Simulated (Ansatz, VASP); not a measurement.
**PN in VASP and in Ansatz**

```
P N
1.0
     3.03473    0.00000    0.00000
     0.00000    5.25415    0.00000
     0.00000    0.00000    5.10141
P N
2 2
Direct
  0.50000 0.65675 0.36964
  0.50000 0.34325 0.86964
  0.50000 0.58620 0.06656
  0.50000 0.41380 0.56656
```

Alike in both runs: functional PBE; k mesh 6 × 4 × 4; occupations gaussian, width 0.1 eV; no spin polarisation.

Ansatz relaxed the structure, and its values are those at the end. VASP's run is a single point on that final structure, the one shown.

```csv
,VASP,Ansatz
version,VASP 6.6.1,Ansatz 0.2.0
potentials or method,"VASP PAW PBE potentials, release 64 (P, N), cutoff 520 eV","scalar-relativistic, plane waves, PAW"
valence electrons in the cell,20,20
```

```csv
,VASP,Ansatz,Ansatz less VASP
gap on the k mesh at the Fermi level (eV),0.41,0.42,+0.017
least direct gap on the mesh (eV),0.78,0.79,+0.019
pressure (GPa),-0.4,0.1,+0.51
rms of the force components (eV/Å),0.062,0.001,-0.0616
```

The functional is the same, so the differences come from potentials, cutoffs and numerics.
